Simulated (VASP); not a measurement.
# MgB2 (P6/mmm) in VASP: notebook

Runs on MgB2. Level: PBE. Tasks: relaxation of shape and atoms at fixed volume, relaxation of cell and atoms.

Everything below comes from runs of VASP 6.6.1. Logs are shortened: lines on timing, memory, paths and dates and some standing lists are left out, and cuts for length are marked.

## Step 1: The cell of the first run

It takes space group P6/mmm (No. 191, hexagonal). Conventional cell: a = 3.040 Å, b = 3.040 Å, c = 3.462 Å, α = 90.00°, β = 90.00°, γ = 120.00°. Within 3.3 Å of Mg (site symmetry 6/mmm) lie 12 B at 2.47 Å and 6 Mg at 3.04 Å. B (site symmetry -6m2) has 3 B at 1.75 Å within 2.3 Å.

## Step 2: Relaxation of shape and atoms at fixed volume, PBE (9.23 Å³/atom)

Input file INCAR:

```
  ALGO = Normal
  EDIFF = 1E-6
  EDIFFG = -0.01
  ENCUT = 600
  GGA = PE
  IBRION = 2
  ISIF = 4
  ISMEAR = 0
  LASPH = T
  LCHARG = F
  LREAL = F
  LWAVE = F
  NELM = 60
  NSW = 60
  PREC = Accurate
  SIGMA = 0.05
```

Input file KPOINTS:

```
k-points
0
Gamma
  14 14 12
```

Input file POSCAR:

```
MgB2
1.0
    3.0395086285      0.0000000000      0.0000000000
   -1.5197543142      2.6322916873      0.0000000000
    0.0000000000      0.0000000000      3.4622969390
Mg B
1 2
Direct
    0.0000000000      0.0000000000      0.0000000000
    0.3333333333      0.6666666667      0.5000000000
    0.6666666667      0.3333333333      0.5000000000
```

Potentials or basis: VASP PAW PBE potentials, release 64 (Mg, B).

The run is started by

```bash
$ cat potpaw_PBE.64/Mg/POTCAR potpaw_PBE.64/B/POTCAR > POTCAR
$ mpirun -np 1 vasp_std > vasp.out
```

OUTCAR:

```text
EDIFF = 1E-6
   EDIFFG = -0.01
   ENCUT = 600
   GGA = PE
   IBRION = 2
   ISIF = 4
   ISMEAR = 0
   LASPH = T
   LREAL = F
   NELM = 60
   NSW = 60
   PREC = Accurate

 ion  position               nearest neighbor table
   1  0.000  0.000  0.000-   2 2.47   3 2.47   2 2.47   3 2.47   2 2.47   2 2.47   3 2.47   3 2.47
                             3 2.47   3 2.47   2 2.47   2 2.47
   2  0.333  0.667  0.500-   3 1.75   3 1.75   3 1.75   1 2.47   1 2.47   1 2.47   1 2.47   1 2.47
                             1 2.47
   3  0.667  0.333  0.500-   2 1.75   2 1.75   2 1.75   1 2.47   1 2.47   1 2.47   1 2.47   1 2.47
                             1 2.47

  LATTYP: Found a hexagonal cell.
 ALAT       =     3.0395086285
 C/A-ratio  =     1.1390975852

  Lattice vectors:

 A1 = (   3.0395086285,   0.0000000000,   0.0000000000)
 A2 = (  -1.5197543142,   2.6322916873,   0.0000000000)
 A3 = (   0.0000000000,   0.0000000000,   3.4622969390)

Analysis of symmetry for initial positions (statically):
=====================================================================
 Subroutine PRICEL returns:
 Original cell was already a primitive cell.

 Routine SETGRP: Setting up the symmetry group for a
 hexagonal supercell.

 Subroutine GETGRP returns: Found 24 space group operations
 (whereof 24 operations were pure point group operations)
 out of a pool of 24 trial point group operations.

The static configuration has the point symmetry D_6h.

Analysis of symmetry for dynamics (positions and initial velocities):
=====================================================================
 Subroutine PRICEL returns:
 Original cell was already a primitive cell.

 Routine SETGRP: Setting up the symmetry group for a
 hexagonal supercell.

 Subroutine GETGRP returns: Found 24 space group operations
 (whereof 24 operations were pure point group operations)
 out of a pool of 24 trial point group operations.

The dynamic configuration has the point symmetry D_6h.

 Subroutine INISYM returns: Found 24 space group operations
 (whereof 24 operations are pure point group operations),
 and found     1 'primitive' translations

----------------------------------------------------------------------------------------

                                     Primitive cell

  volume of cell :      27.7014

  direct lattice vectors                    reciprocal lattice vectors
     3.039508629  0.000000000  0.000000000     0.329000547  0.189948554  0.000000000
    -1.519754314  2.632291687  0.000000000     0.000000000  0.379897108  0.000000000
     0.000000000  0.000000000  3.462296939     0.000000000  0.000000000  0.288825603

  length of vectors
     3.039508629  3.039508628  3.462296939     0.379897108  0.379897108  0.288825603

  position of ions in fractional coordinates (direct lattice)
     0.000000000  0.000000000  0.000000000
     0.333333333  0.666666667  0.500000000
     0.666666667  0.333333333  0.500000000

  ion indices of the primitive-cell ions
   primitive index   ion index
                 1           1
                 2           2
                 3           3

----------------------------------------------------------------------------------------

 KPOINTS: k-points

Automatic generation of k-mesh.
 Grid dimensions read from file:
 generate k-points for:   14   14   12

 Generating k-lattice:

  Cartesian coordinates                     Fractional coordinates (reciprocal lattice)
     0.023500039  0.013567754  0.000000000     0.071428571  0.000000000  0.000000000
     0.000000000  0.027135508  0.000000000     0.000000000  0.071428571  0.000000000
     0.000000000  0.000000000  0.024068800     0.000000000  0.000000000  0.083333333

  Length of vectors
     0.027135508  0.027135508  0.024068800

  Shift w.r.t. Gamma in fractional coordinates (k-lattice)
     0.000000000  0.000000000  0.000000000

 Subroutine IBZKPT returns following result:
 ===========================================

 Found    168 irreducible k-points:

 Following reciprocal coordinates:
            Coordinates               Weight
  0.000000  0.000000  0.000000      1.000000
  0.071429  0.000000  0.000000      6.000000
  0.142857  0.000000  0.000000      6.000000
  0.214286  0.000000  0.000000      6.000000
  0.285714 -0.000000  0.000000      6.000000
  0.357143  0.000000  0.000000      6.000000
[... 16 lines left out ...]
  0.285714  0.285714  0.000000      6.000000
  0.357143  0.285714  0.000000      6.000000
 [... further k-points ...]
   k-points           NKPTS =    168   k-points in BZ     NKDIM =    168   number of bands    NBANDS=      8
   number of dos      NEDOS =    301   number of ions     NIONS =      3
   total plane-waves  NPLWV =  16128
   dimension x,y,z NGX =    24 NGY =   24 NGZ =   28
   dimension x,y,z NGXF=    48 NGYF=   48 NGZF=   56
   ions per type =               1   2
   NGX,Y,Z   is equivalent  to a cutoff of  13.13, 13.13, 13.44 a.u.
   NGXF,Y,Z  is equivalent  to a cutoff of  26.25, 26.25, 26.89 a.u.
 SYSTEM =  unknown system
   PREC   = accura    normal or accurate (medium, high low for compatibility)
   ISTART =      0    job   : 0-new  1-cont  2-samecut
   ICHARG =      2    charge: 1-file 2-atom 10-const
   ISPIN  =      1    spin polarized calculation?
   LNONCOLLINEAR =      F non collinear calculations
   LSORBIT =      F    spin-orbit coupling
   LASPH  =      T    aspherical Exc in radial PAW
   ENCUT  =  600.0 eV  44.10 Ry    6.64 a.u.   6.07  6.07  6.92*2*pi/ulx,y,z
   NELM   =     60;   NELMIN=  2; NELMDL= -5     # of ELM steps
   EDIFF  = 0.1E-05   stopping-criterion for ELM
   LREAL  =      F    real-space projection
   EDIFFG = -.1E-01   stopping-criterion for IOM
   NSW    =     60    number of steps for IOM
   IBRION =      2    ionic relax: 0-MD 1-quasi-New 2-CG
   NFREE  =      1    steps in history (QN), initial steepest desc. (CG)
   ISIF   =      4    stress and relaxation
   ISYM   =      2    0-nonsym 1-usesym 2-fastsym
   POTIM  = 0.5000    time-step for ionic-motion
   TEBEG  =    0.0;   TEEND  =   0.0 temperature during run
   PSTRESS=    0.0 pullay stress
   NELECT =       8.0000    total number of electrons
   NUPDOWN=      -1.0000    fix difference up-down
   EMIN   =  10.00;   EMAX   =-10.00  energy-range for DOS
   EFERMI =   0.00;   METHOD = LEGACY
   ISMEAR =     0;   SIGMA  =   0.05  broadening in eV -4-tet -1-fermi 0-gaus
   EFERMI_NEDOS =   21; number of points for ismear=-14 and -15
   IALGO  =     38    algorithm
   IMIX   =      4    mixing-type and parameters
     AMIX     =   0.40;   BMIX     =  1.00
     AMIX_MAG =   1.60;   BMIX_MAG =  1.00
  volume/ion in A,a.u.               =       9.23        62.31
  Fermi-wavevector in a.u.,A,eV,Ry     =   1.082109  2.044889 15.931870  1.170959
  Thomas-Fermi vector in A             =   2.218142
   LORBIT       =      0    0 simple, 1 ext, 2 COOP (PROOUT), +10 PAW based schemes
   GGA     = PE    functional components
   LHFCALC =     F    Hartree Fock is set to
   AEXX    =    0.0000 exact exchange contribution
   IVDW    =     0    specifies the selected vdW correction
   LEPSILON=     F    determine dielectric tensor
   LRPA    =     F    only Hartree local field effects (RPA)
 conjugate gradient relaxation of ions
 non-spin polarized calculation
 Gauss-broadening in eV      SIGMA  =   0.05
  energy-cutoff  :      600.00
  volume of cell :       27.70
 maximum number of plane-waves:       946
   NGX = 13   NGY = 13   NGZ = 13

--------------------------------------- Ionic step        1  -------------------------------------------

 number of electron       8.0000000 magnetization

 Free energy of the ion-electron system (eV)
  ---------------------------------------------------
  ext. energy  EPLUGINS =         0.00000000
  ---------------------------------------------------
  free energy    TOTEN  =       -15.30577912 eV

  energy without entropy =      -15.30483152  energy(sigma->0) =      -15.30530532

------------------------ aborting loop because EDIFF is reached ----------------------------------------

  FORCE on cell =-STRESS in cart. coord.  units (eV):
  Direction    XX          YY          ZZ          XY          YZ          ZX
  --------------------------------------------------------------------------------------
  -------------------------------------------------------------------------------------
  Total        1.1682514      1.1682514      0.8948808      0.0000000     -0.0000000     -0.0000000
  in kB       67.5686432     67.5686432     51.7575913      0.0000000     -0.0000000     -0.0000000
  external PRESSURE =      62.2982926 kB  Pullay stress =       0.0000000 kB

 VOLUME and BASIS-vectors are now :
 -----------------------------------------------------------------------------
  energy-cutoff  :      600.00
  volume of cell :       27.70
      direct lattice vectors                 reciprocal lattice vectors
     3.039508629  0.000000000  0.000000000     0.329000547  0.189948554  0.000000000
    -1.519754314  2.632291687  0.000000000     0.000000000  0.379897108  0.000000000
     0.000000000  0.000000000  3.462296939     0.000000000  0.000000000  0.288825603

 POSITION                                       TOTAL-FORCE (eV/Angst)
 -----------------------------------------------------------------------------------
      0.00000      0.00000      0.00000         0.000000      0.000000      0.000000
     -0.00000      1.75486      1.73115         0.000000      0.000000      0.000000
      1.51975      0.87743      1.73115        -0.000000     -0.000000      0.000000
 -----------------------------------------------------------------------------------
    total drift:                                0.000000     -0.000000      0.000000

  FREE ENERGIE OF THE ION-ELECTRON SYSTEM (eV)
  ---------------------------------------------------
  free  energy   TOTEN  =       -15.3057791181 eV

  energy  without entropy=      -15.3048315249  energy(sigma->0) =      -15.30530532

--------------------------------------- Ionic step        2  -------------------------------------------

 number of electron       8.0000000 magnetization

 Free energy of the ion-electron system (eV)
  ---------------------------------------------------
  ext. energy  EPLUGINS =         0.00000000
  ---------------------------------------------------
  free energy    TOTEN  =       -15.30614333 eV

  energy without entropy =      -15.30526247  energy(sigma->0) =      -15.30570290

 E-fermi :   5.5865     XC(G=0): -11.0994

 val. band max:        5.5856070324   @ k =   0.1429   0.0000   0.5000
 cond. band min:       5.5924864484   @ k =   0.0714   0.0000   0.1667
 fundamental gap:      0.0068794161
 Fermi energy:         5.5865411965

 k-point     1 :       0.0000    0.0000    0.0000
  band No.  band energies     occupation
      1      -7.0980      2.00000
      2       2.6412      2.00000
      3       5.9537      0.00000
      4       5.9537      0.00000
      5       7.4855      0.00000
      6      12.0302      0.00000
      7      12.0302      0.00000
      8      14.0710      0.00000

 k-point     2 :       0.0714    0.0000    0.0000
  band No.  band energies     occupation
      1      -7.0072      2.00000
      2       2.7293      2.00000
      3       5.4872      1.99503
      4       5.7326      0.00004
      5       7.5607      0.00000
      6      11.9957      0.00000
      7      12.4365      0.00000
      8      14.2568      0.00000
[... 221 lines left out ...]
 k-point    23 :       0.2857    0.2857    0.0000
  band No.  band energies     occupation
      1      -2.9425      2.00000
      2      -0.9698      2.00000
      3       0.1273      2.00000
      4       6.4622      0.00000
      5       8.5120      0.00000
      6      11.3185      0.00000
      7      12.4869      0.00000
      8      14.8522      0.00000

 k-point    24 :       0.3571    0.2857    0.0000
  band No.  band energies     occupation
      1      -2.1486      2.00000
      2      -1.6658      2.00000
      3      -0.1840      2.00000
      4       7.0404      0.00000
      5       7.8950      0.00000
      6      11.8402      0.00000
      7      12.1447      0.00000
      8      14.8695      0.00000

 [... further k-points ...]

------------------------ aborting loop because EDIFF is reached ----------------------------------------

  FORCE on cell =-STRESS in cart. coord.  units (eV):
  Direction    XX          YY          ZZ          XY          YZ          ZX
  --------------------------------------------------------------------------------------
  -------------------------------------------------------------------------------------
  Total        1.0350380      1.0350380      1.0589359      0.0000000      0.0000000     -0.0000000
  in kB       59.8639208     59.8639208     61.2461147      0.0000000      0.0000000     -0.0000000
  external PRESSURE =      60.3246521 kB  Pullay stress =       0.0000000 kB

 VOLUME and BASIS-vectors are now :
 -----------------------------------------------------------------------------
  energy-cutoff  :      600.00
  volume of cell :       27.70
      direct lattice vectors                 reciprocal lattice vectors
     3.043969107  0.000000000 -0.000000000     0.328518446  0.189670213  0.000000000
    -1.521984553  2.636154575  0.000000000    -0.000000000  0.379340426  0.000000000
    -0.000000000 -0.000000000  3.452157424     0.000000000  0.000000000  0.289673928

 POSITION                                       TOTAL-FORCE (eV/Angst)
 -----------------------------------------------------------------------------------
      0.00000      0.00000     -0.00000         0.000000      0.000000      0.000000
     -0.00000      1.75744      1.72608         0.000000      0.000000     -0.000000
      1.52198      0.87872      1.72608        -0.000000     -0.000000      0.000000
 -----------------------------------------------------------------------------------
    total drift:                                0.000000     -0.000000      0.000000

  FREE ENERGIE OF THE ION-ELECTRON SYSTEM (eV)
  ---------------------------------------------------
  free  energy   TOTEN  =       -15.3061433252 eV

  energy  without entropy=      -15.3052624698  energy(sigma->0) =      -15.30570290

 reached required accuracy - stopping structural energy minimisation
```

Run time: 17 s. Hardware: 1 thread of Intel Xeon 6975P-C (Granite Rapids), shared host; peak memory 0.18 GiB.

What came out:

```yaml
Free_energy: -15.3061 eV
Energy_gained_by_relaxing: 0.1 meV/atom
Ionic_steps: 2
Pressure_after_relaxing: 6.0 GPa
Band_gap_on_the_k_mesh: zero (bands 4 and 5 overlap by 3.16 eV)
```

The path:
```csv
step,energy change (eV),largest force (eV/Å),pressure (GPa),volume (Å³)
1,0.0000,0.0000,6.23,27.70
2,-0.0004,0.0000,6.03,27.70
```

Final structure:
```
Mg B
1.0
     3.04397    0.00000    0.00000
    -1.52198    2.63615    0.00000
     0.00000    0.00000    3.45216
Mg B
1 2
Direct
  0.00000 0.00000 0.00000
  0.33333 0.66667 0.50000
  0.66667 0.33333 0.50000
```

Levels at points of the mesh, in eV from the Fermi level:
| k point | band 1 | band 2 | band 3 | band 4 | band 5 | band 6 | band 7 | band 8 |
| --- | --- | --- | --- | --- | --- | --- | --- | --- |
| (0.00, 0.00, 0.00) | -12.68 | -2.95 | 0.37 | 0.37 | 1.90 | 6.44 | 6.44 | 8.48 |
| (0.50, 0.00, 0.00) | -8.69 | -8.02 | -2.24 | 0.25 | 3.24 | 3.95 | 5.66 | 7.62 |
| (0.00, 0.00, 0.50) | -11.32 | -7.62 | 0.78 | 0.78 | 6.76 | 6.76 | 8.16 | 10.47 |
| (0.50, 0.00, 0.50) | -7.64 | -7.06 | -3.68 | -1.94 | -1.32 | 5.97 | 9.17 | 9.18 |

[end of part 1 of 2]
